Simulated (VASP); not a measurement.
A run of VASP 6.6.1 is set up as follows.

The input INCAR:

```
PREC     = Accurate       # precision mode
ENCUT    = 520            # plane-wave cutoff, eV
EDIFF    = 1E-7           # SCF threshold, eV
ISMEAR   = 0              # smearing method
SIGMA    = 0.1            # smearing width, eV
LREAL    = False          # projectors in reciprocal space
LASPH    = True           # aspherical terms in the spheres
NELM     = 100            # most SCF steps
ALGO     = Normal         # electronic algorithm
ISIF     = 2              # what is computed and relaxed
LWAVE    = False          # write WAVECAR
LCHARG   = True           # write CHGCAR
GGA      = PE             # functional
LELF     = True           # ELF
LVHAR    = True         
NBANDS   = 40             # bands
```

The input KPOINTS:

```
Automatic mesh
0
Gamma
  6 6 6
```

The input POSCAR:

```
LiBiCl6
1.0
    0.0000000000      5.1588461411      5.1588461411
    5.1588461411      0.0000000000      5.1588461411
    5.1588461411      5.1588461411      0.0000000000
Li Bi Cl
1 1 6
Direct
    0.0000000000      0.0000000000      0.0000000000
    0.5000000000      0.5000000000      0.5000000000
    0.7460383278      0.2539616722      0.2539616722
    0.2539616722      0.7460383278      0.7460383278
    0.2539616722      0.7460383278      0.2539616722
    0.7460383278      0.2539616722      0.7460383278
    0.2539616722      0.2539616722      0.7460383278
    0.7460383278      0.7460383278      0.2539616722
```

Potentials or basis: VASP PAW PBE potentials, release 64 (Li_sv, Bi_d, Cl).

The run is started by

```console
$ cat potpaw_PBE.64/Li_sv/POTCAR potpaw_PBE.64/Bi_d/POTCAR potpaw_PBE.64/Cl/POTCAR > POTCAR
$ mpirun -np 1 vasp_std > vasp.out
```

Q: Estimate the largest force.

A: 0.009 eV/Å.

Q: Predict the band gap on the k mesh.

A: Zero (band 30 reaches -1.76 eV, above the bottom of band 31 at -1.80 eV).

Forces on the atoms (eV/Å):
```
Li   0.000  0.000  0.000
Bi   0.000  0.000  0.000
Cl   0.009  0.000  0.000
Cl  -0.009  0.000  0.000
Cl   0.000  0.009  0.000
Cl   0.000 -0.009  0.000
Cl   0.000  0.000  0.009
Cl   0.000  0.000 -0.009
```

Caveat: spin-orbit coupling is left out, which moves the levels of the heavy elements.
